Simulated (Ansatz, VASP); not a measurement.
# ZnCu: VASP beside Ansatz

```
CELL_PARAMETERS angstrom
2.94500 0.00000 0.00000
0.00000 2.94500 0.00000
0.00000 0.00000 2.94500
ATOMIC_POSITIONS crystal
Zn 0.50000 0.50000 0.50000
Cu 0.00000 0.00000 0.00000
```

Alike in both runs: task single point; functional PBE; k mesh 10 × 10 × 10; occupations fermi-dirac, width 0.05 eV; collinear spin.

|  | VASP | Ansatz |
| --- | --- | --- |
| version | VASP 6.6.1 | Ansatz 0.2.0 |
| potentials or method | VASP PAW PBE potentials, release 64 (Zn, Cu) | PAW with Ansatz's default frozen-core files, scalar-relativistic |
| plane-wave cutoff (eV) | 520 | 420 |
| valence electrons in the cell | 23 | 31 |

```csv
,VASP,Ansatz,Ansatz less VASP
pressure (GPa),2.9,2.4,-0.55
net moment per atom (μB),0.00,0.00,0.000
```

VASP's potentials hold 23 valence electrons a cell and Ansatz's 31, so a difference there can come from the potentials and not from the codes. Ansatz's warnings: seeded moment not kept.
